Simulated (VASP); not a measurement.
A run of VASP 6.6.1 is set up as follows.

INCAR

```
SYSTEM = Rh
PREC     = Accurate       ! precision mode
ENCUT    = 520            ! plane-wave cutoff, eV
EDIFF    = 1E-6           ! SCF threshold, eV
ISMEAR   = 0              ! smearing method
SIGMA    = 0.15           ! smearing width, eV
LREAL    = .False.        ! projectors in reciprocal space
LASPH    = .True.         ! aspherical terms in the spheres
NELM     = 60             ! most SCF steps
ALGO     = Fast           ! electronic algorithm
ISIF     = 2              ! what is computed and relaxed
LWAVE    = .False.        ! write WAVECAR
LCHARG   = .False.        ! write CHGCAR
GGA      = PS             ! functional
NBANDS   = 22             ! bands
```

KPOINTS

```
regular mesh
0
Gamma
  22 22 16
  0 0 0
```

The input POSCAR:

```
Rh
1.0
    0.0000000000     -1.8899965797     -1.8899965797
    0.0000000000      1.8899965797     -1.8899965797
    3.7799931594      0.0000000000      0.0000000000
Rh
2
Direct
    0.5000000000      0.5000000000      0.5000000000
    0.0000000000      0.0000000000      0.0000000000
```

Potentials or basis: VASP PAW PBE potentials, release 64 (Rh_pv).

Launch:

```sh
$ cat potpaw_PBE.64/Rh_pv/POTCAR > POTCAR
$ mpirun -np 1 vasp_std > vasp.out
```

Task: Predict the band gap on the k mesh.

Result: Zero (band 15 reaches 13.12 eV, above the bottom of band 16 at 10.57 eV).

Task: Predict the pressure.

Result: 0.0 GPa.

Caveat: the PAW data sets were made with another functional, which shifts forces and pressure a little.
